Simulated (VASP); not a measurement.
Runs of VASP 6.6.1 on C. The structure is that of space group Fd-3m (No. 227), or close to it. The cells are those of the table. 

```csv
task,cell,cutoff (eV),gap on the mesh (eV),pressure (GPa)
relaxation of cell and atoms,"relaxed to 2 GPa from a = 2.517 Å, angles 60.0, 60.0, 90.0°, 2 atoms",600,4.36,2.0
single point,"a = 2.505 Å, angles 60.0, 60.0, 90.0°, 2 atoms",520,(b),8.2
single point,"a = 2.510 Å, angles 60.0, 60.0, 90.0°, 2 atoms",520,4.38,5.2
single point,"a = 2.514 Å, angles 60.0, 60.0, 90.0°, 2 atoms",520,4.37,3.1
single point,"a = 2.521 Å, angles 60.0, 60.0, 90.0°, 2 atoms",520,4.34,(a)
relaxation of cell and atoms,"relaxed to -2 GPa from a = 2.517 Å, angles 60.0, 60.0, 90.0°, 2 atoms",600,4.34,-2.0
single point,"a = 2.500 Å, angles 60.0, 60.0, 90.0°, 2 atoms",520,4.41,11.2
```

Alike in all rows: level r2SCAN; potentials or basis VASP PAW PBE potentials, release 64 (C); no spin polarisation; k mesh 12 × 12 × 12; smearing gaussian 0.01 eV.

Problem. Estimate the missing entries.

Solution. (a) -0.9; (b) 4.39.

Caveats: the PAW data sets were made with another functional, which shifts forces and pressure a little; the cell stands under pressure (at least some runs); the cell is relaxed towards a set pressure, so the run minimises the enthalpy, not the energy (at least some runs).

A k mesh can miss the band edges.
